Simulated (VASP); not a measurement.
MoS, 2 atoms in the cell. Symmetry: Fm-3m, No. 225, cubic system. The conventional cell has a = 5.475 Å, b = 5.475 Å, c = 5.475 Å, α = 90.00°, β = 90.00°, γ = 90.00°. Within 3.6 Å of Mo (site symmetry m-3m) lie 6 S at 2.74 Å. Within 3.6 Å of S (site symmetry m-3m) lie 6 Mo at 2.74 Å. 

```yaml
Program: VASP 6.6.1
Task: single point
Functional: PBE
Potentials_or_basis: VASP PAW PBE potentials, release 64 (Mo_sv, S)
Cutoff: 520 eV
k_mesh: 14 × 14 × 14
Occupations: gaussian, width 0.1 eV
Spin: no spin polarisation
Hubbard_terms: Mo d U = 4.38 eV
Dipole_correction: no
Further_INCAR_settings: ALGO = Normal; EDIFF = 1e-06; NBANDS = 17
```

Potentials or basis: VASP PAW PBE potentials, release 64 (Mo_sv, S).

Run with:

```bash
$ cat potpaw_PBE.64/Mo_sv/POTCAR potpaw_PBE.64/S/POTCAR > POTCAR
$ mpirun -np 1 vasp_std > vasp.out
```

Hardware: 1 thread of Intel Xeon 8259CL, on a shared host.

**Question.** Estimate the wall time of this run.

**Answer.** Wall time 2.3 min on 1 thread of Intel Xeon 8259CL, with other jobs on the host, peak memory 0.22 GiB. Counts: scf iterations 16, k points 104.
